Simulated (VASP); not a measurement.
Runs of VASP 6.6.1 on Rh. Symmetry: Fm-3m, No. 225, cubic system. Conventional cell: a = 3.806 Å, b = 3.806 Å, c = 3.806 Å, α = 90.00°, β = 90.00°, γ = 90.00°. Within 3.5 Å of Rh (site symmetry m-3m) lie 12 Rh at 2.69 Å. 

```tsv
task	level	potentials or basis	spin	cutoff (eV)	gap on the mesh (eV)	pressure (GPa)	moment (μB)
electric field gradients	r2SCAN	VASP PAW PBE potentials, release 64 (Rh_pv)	off	440	none	-0.4	-
single point	r2SCAN	VASP PAW PBE potentials, release 64 (Rh_pv)	off	550	none	-0.2	-
electric field gradients	LDA	VASP PAW LDA potentials, release 64 (Rh_pv)	non-collinear, zero start, SOC	400	-	-11.9	0.00
electric field gradients	PBEsol	VASP PAW PBE potentials, release 64 (Rh_pv)	off	400	none	(a)	-
single point	PBE	VASP PAW PBE potentials, release 64 (Rh_pv)	off	500	none	(c)	-
single point	LDA	VASP PAW LDA potentials, release 64 (Rh_pv)	non-collinear, zero start, SOC	500	-	-10.7	0.00
single point	PBEsol	VASP PAW PBE potentials, release 64 (Rh_pv)	off	500	none	-5.8	-
electric field gradients	PBE	VASP PAW PBE potentials, release 64 (Rh_pv)	off	400	none	(b)	-
```

Alike in all rows: cell as given; k mesh 18 × 18 × 18; smearing fermi-dirac 0.05 eV.

Problem. Fill in the values left out.

Solution. (a) -7.0; (b) 3.9; (c) 5.4.

Caveats: the PAW data sets were made with another functional, which shifts forces and pressure a little (at least some runs); the cell stands under tension (at least some runs); an empty level that is flat over the whole mesh can mark a ghost state of the potentials, or a narrow d or f band (at least some runs); the cell stands under pressure (at least some runs).

A k mesh can miss the band edges, and rows without SOC leave out spin-orbit coupling on Rh.

A gap of «none» marks levels without a gap at the run's occupations.
